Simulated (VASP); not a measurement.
# SnO2 (Pnnm) in VASP: dielectric tensor with LDA

Aim: the dielectric tensor of SnO2 with LDA.

Program: VASP 6.6.1. These are calculated values, not measurements. Logs are shortened: lines on timing, memory, paths and dates and some standing lists are left out, and cuts for length are marked.

### Step 1. The cell of the first run

The structure is orthorhombic, space group Pnnm (No. 58). Conventional cell: a = 4.788 Å, b = 4.867 Å, c = 3.241 Å, α = 90.00°, β = 90.00°, γ = 90.00°. Within 2.8 Å of Sn (site symmetry 2/m) lie 6 O at 2.09 to 2.10 Å. Within 2.8 Å of O (site symmetry m) lie 3 Sn at 2.09 to 2.10 Å and 1 O at 2.65 Å.

### Step 2. Dielectric tensor, LDA

The input, INCAR:

```
PREC = Accurate
ENCUT = 520
EDIFF = 1E-8
ISMEAR = 0
SIGMA = 0.01
LREAL = False
LASPH = True
NELM = 80
ALGO = Normal
ISIF = 2
LWAVE = False
LCHARG = False
GGA = CA
LEPSILON = True
```

The input, KPOINTS:

```
Automatic mesh
0
Gamma
  3 2 3
  0 0.5 0
```

The input, POSCAR:

```
SnO2
1.0
    4.7880040000      0.0000000000      0.0000000000
    0.0000000000      4.8665820000      0.0000000000
    0.0000000000      0.0000000000      3.2408980000
Sn O
2 4
Direct
    0.5000000000      0.5000000000      0.5000000000
    0.0000000000      0.0000000000      0.0000000000
    0.2918550005      0.3210420003      0.0000000000
    0.7918550005      0.1789579997      0.5000000000
    0.2081449995      0.8210420003      0.5000000000
    0.7081449995      0.6789579997      0.0000000000
```

Potentials or basis: VASP PAW LDA potentials, release 64 (Sn_d, O).

The run is started by

```
$ cat potpaw_LDA.64/Sn_d/POTCAR potpaw_LDA.64/O/POTCAR > POTCAR
$ mpirun -np 1 vasp_std > vasp.out
```

OUTCAR:

```text
PREC = Accurate
   ENCUT = 520
   EDIFF = 1E-8
   ISMEAR = 0
   LREAL = False
   LASPH = True
   NELM = 80
   ISIF = 2
   GGA = CA
   LEPSILON = True

 ion  position               nearest neighbor table
   1  0.500  0.500  0.500-   3 2.09   6 2.09   3 2.09   6 2.09   5 2.10   4 2.10
   2  0.000  0.000  0.000-   4 2.09   5 2.09   4 2.09   5 2.09   3 2.10   6 2.10
   3  0.292  0.321  0.000-   1 2.09   1 2.09   2 2.10
   4  0.792  0.179  0.500-   2 2.09   2 2.09   1 2.10
   5  0.208  0.821  0.500-   2 2.09   2 2.09   1 2.10
   6  0.708  0.679  0.000-   1 2.09   1 2.09   2 2.10

  LATTYP: Found a simple orthorhombic cell.
 ALAT       =     3.2408980000
 B/A-ratio  =     1.4773695439
 C/A-ratio  =     1.5016152930

  Lattice vectors:

 A1 = (   0.0000000000,   0.0000000000,   3.2408980000)
 A2 = (   4.7880040000,   0.0000000000,   0.0000000000)
 A3 = (   0.0000000000,   4.8665820000,   0.0000000000)

Analysis of symmetry for initial positions (statically):
=====================================================================
 Subroutine PRICEL returns:
 Original cell was already a primitive cell.

 Routine SETGRP: Setting up the symmetry group for a
 simple orthorhombic supercell.

 Subroutine GETGRP returns: Found  8 space group operations
 (whereof  4 operations were pure point group operations)
 out of a pool of  8 trial point group operations.

The static configuration has the point symmetry C_2h.
 The point group associated with its full space group is D_2h.

Analysis of symmetry for dynamics (positions and initial velocities):
=====================================================================
 Subroutine PRICEL returns:
 Original cell was already a primitive cell.

 Routine SETGRP: Setting up the symmetry group for a
 simple orthorhombic supercell.

 Subroutine GETGRP returns: Found  8 space group operations
 (whereof  4 operations were pure point group operations)
 out of a pool of  8 trial point group operations.

The dynamic configuration has the point symmetry C_2h.
 The point group associated with its full space group is D_2h.

 Subroutine INISYM returns: Found  8 space group operations
 (whereof  4 operations are pure point group operations),
 and found     1 'primitive' translations

----------------------------------------------------------------------------------------

[... 291 lines left out ...]
    total drift:                                0.000000      0.000000      0.000000

  FREE ENERGIE OF THE ION-ELECTRON SYSTEM (eV)
  ---------------------------------------------------
  free  energy   TOTEN  =       -42.0995468067 eV

  energy  without entropy=      -42.0995468067  energy(sigma->0) =      -42.09954681

 HEAD OF MICROSCOPIC STATIC DIELECTRIC TENSOR (INDEPENDENT PARTICLE, excluding Hartree and local field effects)
 ------------------------------------------------------
           5.070066    -0.000000     0.000000
           0.000000     4.232233     0.000000
           0.000000     0.000000     5.546960
 ------------------------------------------------------

 Free energy of the ion-electron system (eV)
  ---------------------------------------------------
  ---------------------------------------------------
  free energy    TOTEN  =        -0.84281081 eV

  energy without entropy =       -0.84281081

------------------------ aborting loop because EDIFF is reached ----------------------------------------

--------------------------------------- Ionic step        2  -------------------------------------------

------------------------ aborting loop because EDIFF is reached ----------------------------------------

--------------------------------------- Ionic step        3  -------------------------------------------

 Free energy of the ion-electron system (eV)
  ---------------------------------------------------
  ---------------------------------------------------
  free energy    TOTEN  =        -0.95230061 eV

  energy without entropy =       -0.95230061

------------------------ aborting loop because EDIFF is reached ----------------------------------------

 PIEZOELECTRIC TENSOR FIELD DIRECTION 3  (e Angst)
 -----------------------------------------------------------------------------
    -0.00002  0.00000  0.00000           ( -0.00001  0.00000  0.00000)
     0.00000 -0.00003  0.00000           (  0.00000 -0.00001  0.00000)
     0.00000  0.00000 -0.00092           (  0.00000  0.00000 -0.00010)

 PIEZOELECTRIC TENSOR FIELD DIRECTION 3  (C/m^2)
 -----------------------------------------------------------------------------
    -0.00000  0.00000  0.00000
     0.00000 -0.00001  0.00000
     0.00000  0.00000 -0.00019

 MACROSCOPIC STATIC DIELECTRIC TENSOR (including local field effects in DFT)
 ------------------------------------------------------
           4.873305    -0.000000     0.000000
           0.000000     4.109237     0.000000
           0.000000     0.000000     5.367358
 ------------------------------------------------------

 PIEZOELECTRIC TENSOR (including local field effects)  for field in x, y, z        (e  Angst)
          XX          YY          ZZ          XY          YZ          ZX
  --------------------------------------------------------------------------------
  x     0.00000     0.00000     0.00000     0.00000     0.00000     0.00000
  y     0.00000     0.00000     0.00000     0.00000     0.00000     0.00000
  z     0.00000     0.00000     0.00000     0.00000     0.00000     0.00000

 PIEZOELECTRIC TENSOR (including local field effects)  for field in x, y, z        (C/m^2)
          XX          YY          ZZ          XY          YZ          ZX
  --------------------------------------------------------------------------------
  x     0.00000     0.00000     0.00000     0.00000     0.00000     0.00000
  y     0.00000     0.00000     0.00000     0.00000     0.00000     0.00000
  z     0.00000     0.00000     0.00000     0.00000     0.00000     0.00000

 BORN EFFECTIVE CHARGES (including local field effects) (in |e|, cummulative output)
 ---------------------------------------------------------------------------------
 ion    1
    1     4.05097    -0.66201     0.00000
    2    -0.36124     4.13901     0.00000
    3     0.00000     0.00000     4.62557
 ion    2
    1     4.05097     0.66201     0.00000
    2     0.36124     4.13901     0.00000
    3     0.00000     0.00000     4.62557
 ion    3
    1    -2.02548    -0.74038     0.00000
    2    -0.65267    -2.06951     0.00000
    3     0.00000     0.00000    -2.31278
 ion    4
    1    -2.02548     0.74038     0.00000
    2     0.65267    -2.06951     0.00000
    3     0.00000     0.00000    -2.31278
 ion    5
    1    -2.02548     0.74038     0.00000
    2     0.65267    -2.06951     0.00000
    3     0.00000     0.00000    -2.31278
 ion    6
    1    -2.02548    -0.74038     0.00000
    2    -0.65267    -2.06951     0.00000
    3     0.00000     0.00000    -2.31278
```

It took 92 s on 1 thread of Intel Xeon Platinum 8259CL at 2.50GHz (Skylake/Cascade Lake), shared host; peak memory 0.17 GiB.

What came out:

* Band gap on the k mesh: 2.35 eV, direct
* Electronic dielectric tensor (diagonal): 4.87, 4.11, 5.37
* Born charges (mean of the diagonal): Sn +4.27; O -2.14 e

Levels at points of the mesh, in eV from the valence-band top:
```
           k point  band 23  band 24  band 25  band 26  band 27  band 28  band 29  band 30
(0.00, 0.25, 0.00)    -0.86    -0.80    -0.29     0.00     2.35     5.43     6.61     6.72
```

Electronic dielectric tensor:
```
4.87 0.00 0.00
0.00 4.11 0.00
0.00 0.00 5.37
```

Born effective charge tensors (e):
atom 1, Sn
```
 4.05 -0.66  0.00
-0.36  4.14  0.00
 0.00  0.00  4.63
```
atom 2, Sn
```
4.05 0.66 0.00
0.36 4.14 0.00
0.00 0.00 4.63
```
atom 3, O
```
-2.03 -0.74  0.00
-0.65 -2.07  0.00
 0.00  0.00 -2.31
```
atom 4, O
```
-2.03  0.74  0.00
 0.65 -2.07  0.00
 0.00  0.00 -2.31
```
atom 5, O
```
-2.03  0.74  0.00
 0.65 -2.07  0.00
 0.00  0.00 -2.31
```
atom 6, O
```
-2.03 -0.74  0.00
-0.65 -2.07  0.00
 0.00  0.00 -2.31
```

Caveat: the k points lie up to 0.65 Å⁻¹ apart; spin-orbit coupling is left out, which moves the levels of the heavy elements. A k mesh can miss the band edges.
